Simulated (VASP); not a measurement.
Wanted: the native input for a VASP 6.6.1 run.

```
Task                   : single point
Functional             : PBE
Potentials or basis    : VASP PAW PBE potentials, release 64 (Sr_sv)
Cutoff                 : 520 eV
k mesh                 : 14 × 14 × 14
Occupations            : gaussian, width 0.15 eV
Spin                   : no spin polarisation
Dipole correction      : no
Further INCAR settings : ALGO = Fast; EDIFF = 1e-07; NBANDS = 11
```

The structure of Sr lies in POSCAR:

```
Sr
1.0
    0.0000000000      3.1184087500      2.9662912500
    3.1184087500      0.0000000000      2.9662912500
    3.1184087500      3.1184087500      0.0000000000
Sr
1
Direct
    0.0000000000      0.0000000000      0.0000000000
```

This cell differs from its parent crystal: strain +0.025 along x and y, -0.025 along z.

The input as run:

INCAR

```
PREC = Accurate
ENCUT = 520
EDIFF = 1E-7
ISMEAR = 0
SIGMA = 0.15
LREAL = False
LASPH = True
NELM = 60
ALGO = Fast
ISIF = 2
LWAVE = False
LCHARG = True
GGA = PE
LELF = True
LVHAR = True
NBANDS = 11
```

KPOINTS

```
regular mesh
0
Gamma
  14 14 14
```

Potentials or basis: VASP PAW PBE potentials, release 64 (Sr_sv).

The run is started by

```console
$ cat potpaw_PBE.64/Sr_sv/POTCAR > POTCAR
$ mpirun -np 1 vasp_std > vasp.out
```

Results of the run:

```json
{
 "Pressure": "-0.5 GPa",
 "Band gap on the k mesh": "zero (band 5 reaches 1.52 eV, above the bottom of band 6 at 1.42 eV)"
}
```

Caveat: the cell differs from its parent crystal (strain +0.025 along x and y, -0.025 along z).

Run time: 2.4 min on 1 thread of Intel(R) Xeon(R) 6975P-C (Granite Rapids), on a shared host, peak memory 0.3 GiB.
